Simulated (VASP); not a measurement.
# AlN (P6_3/mmc) in VASP: a series of runs, part 2 of 2

VASP 6.6.1. Earlier steps stand in the parts before.

## (3) Single point, PBEsol

This run uses another cell than the first one, of 9.59 Å³/atom, 1.013 times its volume.

Input file INCAR:

```
ALGO = Normal ; EDIFF = 1E-6
ENCUT = 520 ; GGA = PS
ISIF = 2 ; ISMEAR = 0
LASPH = True ; LCHARG = False
LREAL = False ; LWAVE = False
NBANDS = 16 ; NELM = 100
PREC = Accurate ; SIGMA = 0.05
```

Input file KPOINTS:

```
k-points
0
Gamma
  9 9 6
```

Input file POSCAR:

```
AlN
1.0
    3.2223000000      0.0000000000      0.0000000000
   -1.6111500000      2.7905936586      0.0000000000
    0.0000000000      0.0000000000      4.2655000000
Al N
2 2
Direct
    0.3333333333      0.6666666667      0.7500000000
    0.6666666667      0.3333333333      0.2500000000
    0.3333333333      0.6666666667      0.2500000000
    0.6666666667      0.3333333333      0.7500000000
```

Potentials or basis: VASP PAW PBE potentials, release 64 (Al, N).

The run is started by

```console
$ cat potpaw_PBE.64/Al/POTCAR potpaw_PBE.64/N/POTCAR > POTCAR
$ mpirun -np 1 vasp_std > vasp.out
```

OUTCAR:

```text
EDIFF = 1E-6
   ENCUT = 520
   GGA = PS
   ISIF = 2
   ISMEAR = 0
   LASPH = True
   LREAL = False
   NELM = 100
   PREC = Accurate

 ion  position               nearest neighbor table
   1  0.333  0.667  0.750-   4 1.86   4 1.86   4 1.86   3 2.13   3 2.13   2 2.83   2 2.83   2 2.83
                             2 2.83   2 2.83   2 2.83
   2  0.667  0.333  0.250-   3 1.86   3 1.86   3 1.86   4 2.13   4 2.13   1 2.83   1 2.83   1 2.83
                             1 2.83   1 2.83   1 2.83
   3  0.333  0.667  0.250-   2 1.86   2 1.86   2 1.86   1 2.13   1 2.13
   4  0.667  0.333  0.750-   1 1.86   1 1.86   1 1.86   2 2.13   2 2.13

  LATTYP: Found a hexagonal cell.
 ALAT       =     3.2223000000
 C/A-ratio  =     1.3237439096

  Lattice vectors:

 A1 = (   3.2223000000,   0.0000000000,   0.0000000000)
 A2 = (  -1.6111500000,   2.7905936586,   0.0000000000)
 A3 = (   0.0000000000,   0.0000000000,   4.2655000000)

Analysis of symmetry for initial positions (statically):
=====================================================================
 Subroutine PRICEL returns:
 Original cell was already a primitive cell.

 Routine SETGRP: Setting up the symmetry group for a
 hexagonal supercell.

 Subroutine GETGRP returns: Found 24 space group operations
 (whereof 12 operations were pure point group operations)
 out of a pool of 24 trial point group operations.

The static configuration has the point symmetry D_3d.
 The point group associated with its full space group is D_6h.

Analysis of symmetry for dynamics (positions and initial velocities):
=====================================================================
 Subroutine PRICEL returns:
 Original cell was already a primitive cell.

 Routine SETGRP: Setting up the symmetry group for a
 hexagonal supercell.

 Subroutine GETGRP returns: Found 24 space group operations
 (whereof 12 operations were pure point group operations)
[... 127 lines left out ...]
     AMIX_MAG =   1.60;   BMIX_MAG =  1.00
  volume/ion in A,a.u.               =       9.59        64.71
  Fermi-wavevector in a.u.,A,eV,Ry     =   1.223218  2.311547 20.357896  1.496263
  Thomas-Fermi vector in A             =   2.358337
   LORBIT       =      0    0 simple, 1 ext, 2 COOP (PROOUT), +10 PAW based schemes
   GGA     = PS    functional components
   LHFCALC =     F    Hartree Fock is set to
   AEXX    =    0.0000 exact exchange contribution
   IVDW    =     0    specifies the selected vdW correction
   LEPSILON=     F    determine dielectric tensor
   LRPA    =     F    only Hartree local field effects (RPA)
 non-spin polarized calculation
 Gauss-broadening in eV      SIGMA  =   0.05
  energy-cutoff  :      520.00
  volume of cell :       38.36
 maximum number of plane-waves:      1059
 NGX is ok and might be reduce to    24
   NGX = 11   NGY = 11   NGZ = 15

 number of electron      16.0000004 magnetization

 Free energy of the ion-electron system (eV)
  ---------------------------------------------------
  ext. energy  EPLUGINS =         0.00000000
  ---------------------------------------------------
  free energy    TOTEN  =       -30.87728626 eV

  energy without entropy =      -30.87728626  energy(sigma->0) =      -30.87728626

 E-fermi :   8.7176     XC(G=0): -11.5194

 val. band max:        8.4352068629   @ k =   0.0000   0.0000   0.0000
 cond. band min:      11.7985156394   @ k =   0.0000   0.0000   0.0000
 fundamental gap:      3.3633087766
 Fermi energy:         8.7176235582

 k-point     1 :       0.0000    0.0000    0.0000
  band No.  band energies     occupation
      1      -8.7548      2.00000
      2      -5.1632      2.00000
      3       1.0469      2.00000
      4       5.0394      2.00000
      5       5.0394      2.00000
      6       6.5100      2.00000
[... 433 lines left out ...]
      3       1.5113      2.00000
      4       2.5707      2.00000
      5       2.5707      2.00000
      6       4.8310      2.00000
[... 8 lines left out ...]
     15      19.6865      0.00000
     16      21.5947      0.00000

 [... further k-points ...]

------------------------ aborting loop because EDIFF is reached ----------------------------------------

  FORCE on cell =-STRESS in cart. coord.  units (eV):
  Direction    XX          YY          ZZ          XY          YZ          ZX
  --------------------------------------------------------------------------------------
  -------------------------------------------------------------------------------------
  Total        2.6185232      2.6185232     -0.4448353      0.0000000      0.0000000      0.0000000
  in kB      109.3791369    109.3791369    -18.5813511      0.0000000      0.0000000      0.0000000
  external PRESSURE =      66.7256409 kB  Pullay stress =       0.0000000 kB

 VOLUME and BASIS-vectors are now :
 -----------------------------------------------------------------------------
  energy-cutoff  :      520.00
  volume of cell :       38.36
      direct lattice vectors                 reciprocal lattice vectors
     3.222300000  0.000000000  0.000000000     0.310337337  0.179173345  0.000000000
    -1.611150000  2.790593659  0.000000000     0.000000000  0.358346690  0.000000000
     0.000000000  0.000000000  4.265500000     0.000000000  0.000000000  0.234439104

 POSITION                                       TOTAL-FORCE (eV/Angst)
 -----------------------------------------------------------------------------------
     -0.00000      1.86040      3.19913        -0.000000      0.000000      0.000000
      1.61115      0.93020      1.06638         0.000000     -0.000000      0.000000
     -0.00000      1.86040      1.06638        -0.000000      0.000000      0.000000
      1.61115      0.93020      3.19913        -0.000000     -0.000000      0.000000
 -----------------------------------------------------------------------------------
    total drift:                               -0.000000      0.000000      0.000000

  FREE ENERGIE OF THE ION-ELECTRON SYSTEM (eV)
  ---------------------------------------------------
  free  energy   TOTEN  =       -30.8772862618 eV

  energy  without entropy=      -30.8772862618  energy(sigma->0) =      -30.87728626
```

OSZICAR:

```text
N       E                     dE             d eps       ncg     rms          rms(c)
DAV:   1     0.409665079101E+02    0.40967E+02   -0.74486E+03  1536   0.907E+02
DAV:   2    -0.319733184629E+02   -0.72940E+02   -0.66782E+02  2256   0.190E+02
DAV:   3    -0.352289062813E+02   -0.32556E+01   -0.32452E+01  1784   0.410E+01
DAV:   4    -0.352478444361E+02   -0.18938E-01   -0.18937E-01  1960   0.352E+00
DAV:   5    -0.352480831073E+02   -0.23867E-03   -0.23867E-03  1736   0.399E-01    0.116E+01
DAV:   6    -0.309517875104E+02    0.42963E+01   -0.82740E+00  1952   0.217E+01    0.408E+00
DAV:   7    -0.309164985030E+02    0.35289E-01   -0.66851E-01  1736   0.573E+00    0.287E+00
DAV:   8    -0.308836861000E+02    0.32812E-01   -0.84513E-02  1640   0.240E+00    0.780E-01
DAV:   9    -0.308770178943E+02    0.66682E-02   -0.15820E-02  1952   0.989E-01    0.262E-01
DAV:  10    -0.308773795287E+02   -0.36163E-03   -0.18098E-03  1760   0.288E-01    0.177E-01
DAV:  11    -0.308772879781E+02    0.91551E-04   -0.13396E-04  1792   0.887E-02    0.382E-02
DAV:  12    -0.308772867151E+02    0.12629E-05   -0.63350E-06  1832   0.208E-02    0.637E-03
DAV:  13    -0.308772862618E+02    0.45337E-06   -0.21630E-06  1744   0.112E-02
   1 F= -.30877286E+02 E0= -.30877286E+02  d E =-.809410E-18
```

stdout:

```text
POSCAR found type information on POSCAR AlN
 POSCAR found :  2 types and       4 ions
 scaLAPACK will be used
 -----------------------------------------------------------------------------
|                                                                             |
|                                                                             |
|     You enforced a specific xc type in the INCAR file but a different       |
|     I HOPE YOU KNOW WHAT YOU ARE DOING!                                     |
|                                                                             |
 -----------------------------------------------------------------------------

 LDA part: xc-table for (Slater+PW92), standard interpolation
 POSCAR, INCAR and KPOINTS ok, starting setup
 FFT: planning ... GRIDC
 FFT: planning ... GRID_SOFT
 FFT: planning ... GRID
 WAVECAR not read
 entering main loop
```

It took 18 s on 1 thread of Intel Xeon Platinum 8259CL at 2.50GHz (Skylake/Cascade Lake), shared host; peak memory 0.16 GiB.

What came out:

* Free energy: -30.8773 eV
* Pressure: 6.7 GPa
* Band gap on the k mesh: 3.36 eV, direct

Levels at points of the mesh, in eV from the valence-band top:
```tsv
k point	band 4	band 5	band 6	band 7	band 8	band 9	band 10	band 11	band 12	band 13
(0.00, 0.00, 0.00)	-3.40	-3.40	-1.93	-1.93	0.00	3.36	4.73	8.48	8.48	11.32
(0.00, 0.00, 0.50)	-3.96	-2.70	-2.70	-2.70	-2.70	5.72	5.72	8.70	8.70	8.70
```

Caveat: the PAW data sets were made with another functional, which shifts forces and pressure a little. Expect the measured gap to be larger: semilocal functionals such as PBEsol lack the derivative discontinuity.

## (4) Single point, PBEsol

This run uses another cell than the first one, of 9.38 Å³/atom, 0.991 times its volume.

Input file INCAR:

```
SYSTEM = AlN
PREC     = Accurate       ! precision mode
ENCUT    = 520            ! plane-wave cutoff, eV
EDIFF    = 1E-7           ! SCF threshold, eV
ISMEAR   = 0              ! smearing method
SIGMA    = 0.05           ! smearing width, eV
LREAL    = .False.        ! projectors in reciprocal space
LASPH    = .True.         ! aspherical terms in the spheres
NELM     = 60             ! most SCF steps
ALGO     = Normal         ! electronic algorithm
ISIF     = 2              ! what is computed and relaxed
LWAVE    = .False.        ! write WAVECAR
LCHARG   = .True.         ! write CHGCAR
GGA      = PS             ! functional
LELF     = .True.         ! ELF
LVHAR    = .True.       
NBANDS   = 16             ! bands
```

Input file KPOINTS:

```
regular mesh
0
Gamma
  9 9 6
  0 0 0
```

Input file POSCAR:

```
AlN
1.0
    3.3015780391      0.0000000000      0.0000000000
   -1.6507890196      2.8592504545      0.0000000000
    0.0000000000      0.0000000000      3.9756000000
Al N
2 2
Direct
    0.3333333333      0.6666666667      0.7500000000
    0.6666666667      0.3333333333      0.2500000000
    0.3333333333      0.6666666667      0.2500000000
    0.6666666667      0.3333333333      0.7500000000
```

Potentials or basis: VASP PAW PBE potentials, release 64 (Al, N).

The run is started by

```console
$ cat potpaw_PBE.64/Al/POTCAR potpaw_PBE.64/N/POTCAR > POTCAR
$ mpirun -np 1 vasp_std > vasp.out
```

OUTCAR:

```text
SYSTEM = AlN
   PREC = Accurate
   ENCUT = 520
   EDIFF = 1E-7
   ISMEAR = 0
   LREAL = .False.
   LASPH = .True.
   NELM = 60
   ISIF = 2
   GGA = PS

 ion  position               nearest neighbor table
   1  0.333  0.667  0.750-   4 1.91   4 1.91   4 1.91   3 1.99   3 1.99   2 2.75   2 2.75   2 2.75
                             2 2.75   2 2.75   2 2.75
   2  0.667  0.333  0.250-   3 1.91   3 1.91   3 1.91   4 1.99   4 1.99   1 2.75   1 2.75   1 2.75
                             1 2.75   1 2.75   1 2.75
   3  0.333  0.667  0.250-   2 1.91   2 1.91   2 1.91   1 1.99   1 1.99
   4  0.667  0.333  0.750-   1 1.91   1 1.91   1 1.91   2 1.99   2 1.99

[... 661 lines left out ...]
  -------------------------------------------------------------------------------------
  Total        1.3779688      1.3779688      3.6607256     -0.0000000      0.0000000      0.0000000
  in kB       58.8265702     58.8265702    156.2792481     -0.0000000      0.0000000      0.0000000
  external PRESSURE =      91.3107962 kB  Pullay stress =       0.0000000 kB

 VOLUME and BASIS-vectors are now :
 -----------------------------------------------------------------------------
  energy-cutoff  :      520.00
  volume of cell :       37.53
      direct lattice vectors                 reciprocal lattice vectors
     3.301578039  0.000000000  0.000000000     0.302885465  0.174871005  0.000000000
    -1.650789020  2.859250455  0.000000000     0.000000000  0.349742010  0.000000000
     0.000000000  0.000000000  3.975600000     0.000000000  0.000000000  0.251534360

 POSITION                                       TOTAL-FORCE (eV/Angst)
 -----------------------------------------------------------------------------------
     -0.00000      1.90617      2.98170         0.000000     -0.000000      0.000000
      1.65079      0.95308      0.99390         0.000000      0.000000      0.000000
     -0.00000      1.90617      0.99390        -0.000000     -0.000000      0.000000
      1.65079      0.95308      2.98170        -0.000000      0.000000      0.000000
 -----------------------------------------------------------------------------------
    total drift:                               -0.000000      0.000000      0.000000

  FREE ENERGIE OF THE ION-ELECTRON SYSTEM (eV)
  ---------------------------------------------------
  free  energy   TOTEN  =       -30.8751411626 eV

  energy  without entropy=      -30.8751411626  energy(sigma->0) =      -30.87514116
```

stdout:

```text
POSCAR found type information on POSCAR AlN
 POSCAR found :  2 types and       4 ions
 scaLAPACK will be used
 -----------------------------------------------------------------------------
|                                                                             |
|                                                                             |
|     You enforced a specific xc type in the INCAR file but a different       |
|     I HOPE YOU KNOW WHAT YOU ARE DOING!                                     |
|                                                                             |
 -----------------------------------------------------------------------------

 LDA part: xc-table for (Slater+PW92), standard interpolation
 POSCAR, INCAR and KPOINTS ok, starting setup
 FFT: planning ... GRIDC
 FFT: planning ... GRID_SOFT
 FFT: planning ... GRID
 WAVECAR not read
 entering main loop
```

Wall time 29 s (1 thread of Intel Xeon Platinum 8259CL at 2.50GHz (Skylake/Cascade Lake), shared host); peak memory 0.16 GiB.

Results:

| Property | Result |
| --- | --- |
| Free energy | -30.8751 eV |
| Pressure | 9.1 GPa |
| Band gap on the k mesh | 3.72 eV, direct |

Stress tensor (GPa, compression positive):
```
 5.88  0.00  0.00
 0.00  5.88  0.00
 0.00  0.00 15.63
```

Levels at points of the mesh, in eV from the valence-band top:
| k point | band 5 | band 6 | band 7 | band 8 | band 9 | band 10 | band 11 | band 12 |
| --- | --- | --- | --- | --- | --- | --- | --- | --- |
| (0.00, 0.00, 0.00) | -3.42 | -1.44 | -1.44 | 0.00 | 3.72 | 4.85 | 8.40 | 8.40 |
| (0.00, 0.00, 0.50) | -2.47 | -2.47 | -2.47 | -2.47 | 6.06 | 6.06 | 8.45 | 8.45 |

Caveat: the PAW data sets were made with another functional, which shifts forces and pressure a little.

## (5) Single point, PBEsol

This run uses another cell than the first one, of 9.50 Å³/atom, 1.003 times its volume.

Input file INCAR:

```
SYSTEM = AlN
  PREC = Accurate
  ENCUT = 520
  EDIFF = 1E-7
  ISMEAR = 0
  SIGMA = 0.05
  LREAL = .FALSE.
  LASPH = .TRUE.
  NELM = 80
  ALGO = Normal
  ISIF = 2
  LWAVE = .FALSE.
  LCHARG = .FALSE.
  GGA = PS
  NBANDS = 16
```

Input file KPOINTS:

```
Automatic mesh
0
G
  9 9 6
  0 0 0
```

Input file POSCAR:

```
AlN
1.0
    3.2223000000      0.0000000000      0.0000000000
   -1.6111500000      2.7905936586      0.0000000000
    0.0000000000      0.0000000000      4.2240000000
Al N
2 2
Direct
    0.3333333333      0.6666666667      0.7500000000
    0.6666666667      0.3333333333      0.2500000000
    0.3333333333      0.6666666667      0.2500000000
    0.6666666667      0.3333333333      0.7500000000
```

The run is started by

```console
$ cat potpaw_PBE.64/Al/POTCAR potpaw_PBE.64/N/POTCAR > POTCAR
$ mpirun -np 1 vasp_std > vasp.out
```

Run time: 19 s. Hardware: 1 thread of Intel Xeon Platinum 8259CL at 2.50GHz (Skylake/Cascade Lake), shared host; peak memory 0.15 GiB.

The run converged. Its results:

```
Free energy            : -30.8785 eV
Pressure               : 8.4 GPa
Band gap on the k mesh : 3.46 eV, direct
```

Stress tensor (GPa, compression positive):
```
12.30  0.00  0.00
 0.00 12.30  0.00
 0.00  0.00  0.65
```

Levels at points of the mesh, in eV from the valence-band top:
```tsv
k point	band 5	band 6	band 7	band 8	band 9	band 10	band 11	band 12
(0.00, 0.00, 0.00)	-3.43	-1.90	-1.90	0.00	3.46	4.78	8.49	8.49
(0.00, 0.00, 0.50)	-2.70	-2.70	-2.70	-2.70	5.80	5.80	8.70	8.70
```

Caveat: the PAW data sets were made with another functional, which shifts forces and pressure a little.

## (6) The runs side by side

```tsv
cell	gap on the mesh (eV)	pressure (GPa)
a = 3.282, b = 3.282, c = 4.058 Å, angles 90.0, 90.0, 120.0°, 4 atoms	3.60	7.1
a = 3.222, b = 3.222, c = 4.266 Å, angles 90.0, 90.0, 120.0°, 4 atoms	3.36	6.7
a = 3.302, b = 3.302, c = 3.976 Å, angles 90.0, 90.0, 120.0°, 4 atoms	3.72	9.1
a = 3.222, b = 3.222, c = 4.224 Å, angles 90.0, 90.0, 120.0°, 4 atoms	3.46	8.4
```

Alike in all rows: task single point; level PBEsol; potentials or basis VASP PAW PBE potentials, release 64 (Al, N); no spin polarisation; k mesh 9 × 9 × 6; cutoff (eV) 520; smearing gaussian 0.05 eV.

Caveats: the PAW data sets were made with another functional, which shifts forces and pressure a little.

Absolute energies hang on the potentials; compare differences alone.
